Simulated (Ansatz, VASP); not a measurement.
One calculation of Zr2PdS3, two programs

```
CELL_PARAMETERS angstrom
5.61714 0.00000 0.00000
-2.80857 4.86458 0.00000
0.00000 0.00000 4.65157
ATOMIC_POSITIONS crystal
Zr 0.33333 0.66667 0.00000
Zr 0.66667 0.33333 0.00000
Pd 0.00000 0.00000 0.00000
S 0.50000 0.00000 0.50000
S 0.00000 0.50000 0.50000
S 0.50000 0.50000 0.50000
```

Change from the starting cell: species swapped into the LaNi3Rh2 type (P6/mmm, No. 191).

Alike in both runs: task single point; functional PBE; k mesh 6 × 6 × 4; occupations gaussian, width 0.1 eV; no spin polarisation.

|  | VASP | Ansatz |
| --- | --- | --- |
| version | VASP 6.6.1 | Ansatz 0.2.0 |
| potentials or method | VASP PAW PBE potentials, release 64 (Zr_sv, Pd, S), cutoff 520 eV | scalar-relativistic, plane waves, PAW |
| valence electrons in the cell | 52 | 60 |

|  | VASP | Ansatz | Ansatz less VASP |
| --- | --- | --- | --- |
| gap on the k mesh at the Fermi level (eV) | none | none | - |
| pressure (GPa) | -10.1 | -10.1 | +0.02 |
| traceless stress, the component that is largest in VASP (GPa) | -11.30 | -11.29 | +0.014 |

A gap of «none» marks a metal or a gap that the smearing closes. VASP's potentials hold 52 valence electrons a cell and Ansatz's 60, so a difference there can come from the potentials and not from the codes.
